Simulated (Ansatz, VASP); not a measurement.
**Na in VASP and in Ansatz**

```
CELL_PARAMETERS angstrom
0.00000 2.51268 2.51268
2.51268 0.00000 2.51268
2.51268 2.51268 0.00000
ATOMIC_POSITIONS crystal
Na 0.00000 0.00000 0.00000
```

Alike in both runs: task single point; functional LDA; k mesh 13 × 13 × 13; occupations gaussian, width 0.001 eV; no spin polarisation.

|  | VASP | Ansatz |
| --- | --- | --- |
| version | VASP 6.6.1 | Ansatz 0.2.0 |
| potentials or method | VASP PAW LDA potentials, release 64 (Na_pv) | PAW with Ansatz's default frozen-core files, scalar-relativistic |
| plane-wave cutoff (eV) | 520 | 420 |
| valence electrons in the cell | 7 | 9 |

|  | VASP | Ansatz | Ansatz less VASP |
| --- | --- | --- | --- |
| gap on the k mesh at the Fermi level (eV) | none | none | - |
| pressure (GPa) | 0.5 | 0.5 | +0.01 |

LDA's correlation is that of Perdew and Zunger in VASP and of Perdew and Wang (1992) in Ansatz. A gap of «none» marks a metal or a gap that the smearing closes. VASP's potentials hold 7 valence electrons a cell and Ansatz's 9, so a difference there can come from the potentials and not from the codes. Ansatz's warnings: stress scf threshold loose.
